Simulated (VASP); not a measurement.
Write the native input for VASP 6.6.1 that does the following.

```
Task                   : single point
Functional             : PBE
Potentials or basis    : VASP PAW PBE potentials, release 64 (Mn_pv)
Cutoff                 : 520 eV
k mesh                 : 19 × 19 × 19
Occupations            : fermi-dirac, width 0.0612256 eV
Spin                   : no spin polarisation
Dipole correction      : no
Further INCAR settings : ALGO = Normal; EDIFF = 1e-07; NBANDS = 12
```

The structure of Mn lies in POSCAR:

```
Mn
1.0
   -1.3634888417      1.3634888417      1.3634888417
    1.3634888417     -1.3634888417      1.3634888417
    1.3634888417      1.3634888417     -1.3634888417
Mn
1
Direct
    0.0000000000      0.0000000000      0.0000000000
```

The input as run:

INCAR

```
SYSTEM = Mn
PREC = Accurate
ENCUT = 520
EDIFF = 1E-7
ISMEAR = -1
SIGMA = 0.06122561905347299
LREAL = .False.
LASPH = .True.
NELM = 100
ALGO = Normal
ISIF = 2
LWAVE = .False.
LCHARG = .False.
GGA = PE
NBANDS = 12
```

KPOINTS

```
Automatic mesh
0
Gamma
  19 19 19
  0 0 0
```

Potentials or basis: VASP PAW PBE potentials, release 64 (Mn_pv).

Command:

```bash
$ cat potpaw_PBE.64/Mn_pv/POTCAR > POTCAR
$ mpirun -np 1 vasp_std > vasp.out
```

It gave:

```
Pressure : 19.6 GPa
```

Caveat: the run has no spin polarisation, though such a crystal can be magnetic.

Wall time 16 s on 1 thread of Intel Xeon 6975P-C (shared host), peak memory 0.14 GiB.
